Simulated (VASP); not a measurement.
# WS2: relaxation of the atoms with PBEsol+D3(BJ)

System: WS2, a slab with vacuum.

```
W S
1.0
     3.18352    0.00000    0.00000
    -1.59176    2.75701    0.00000
     0.00000    0.00000   16.95058
W S
1 2
Direct
  0.33333 0.66667 0.00000
  0.66667 0.33333 0.90800
  0.66667 0.33333 0.09200
```

```
Program                : VASP 6.6.1
Task                   : relaxation of the atoms
Functional             : PBEsol
Dispersion             : D3(BJ)
Potentials or basis    : VASP PAW PBE potentials, release 64 (W_sv, S)
Cutoff                 : 520 eV
k mesh                 : 12 × 12 × 2
Occupations            : gaussian, width 0.02 eV
Spin                   : no spin polarisation
Dipole correction      : no
Further INCAR settings : ALGO = Normal; EDIFF = 1e-06; IBRION = 2; EDIFFG = -0.01; NSW = 60
```

| Property | Result |
| --- | --- |
| Energy gained by relaxing | 0.4 meV/atom |
| Ionic steps | 2 |
| Largest force after relaxing | 0.004 eV/Å |
| Band gap on the k mesh | 1.73 eV (least direct gap 1.77 eV) |
| Dispersion energy per atom | -0.244 eV |

Forces in eV/Å, atoms in the order of the input:
```
W    0.000  0.000  0.000
S    0.000  0.000  0.004
S    0.000  0.000 -0.004
```

Step by step:
```csv
step,energy change (eV),largest force (eV/Å),pressure (GPa)
1,0.0000,0.1535,-1.64
2,-0.0012,0.0037,-1.35
```

Final structure:
```
W S
1.0
     3.18352    0.00000    0.00000
    -1.59176    2.75701    0.00000
     0.00000    0.00000   16.95058
W S
1 2
Direct
  0.33333 0.66667 0.00000
  0.66667 0.33333 0.90844
  0.66667 0.33333 0.09156
```

Levels at points of the mesh, in eV from the valence-band top:
```csv
k point,band 9,band 10,band 11,band 12,band 13,band 14,band 15,band 16,band 17
"(0.00, 0.00, 0.00)",-2.96,-2.07,-1.70,-1.70,0.00,2.88,2.88,3.10,3.10
"(0.50, 0.00, 0.00)",-4.48,-3.49,-2.09,-1.32,-0.95,2.81,3.29,4.05,4.80
"(0.00, 0.00, 0.50)",-2.96,-2.07,-1.70,-1.70,0.00,2.88,2.88,3.10,3.10
"(0.50, 0.00, 0.50)",-4.48,-3.49,-2.09,-1.32,-0.95,2.81,3.29,4.05,4.80
```

Run time: 100 s on 1 × NVIDIA H100 80GB with 1 thread of Intel(R) Xeon(R) Platinum 8481C CPU @ 2.70GHz (Sapphire Rapids) (shared host), peak memory 1.3 GiB.

Caveat: the PAW data sets were made with another functional, which shifts forces and pressure a little; spin-orbit coupling is left out, which moves the levels of the heavy elements.
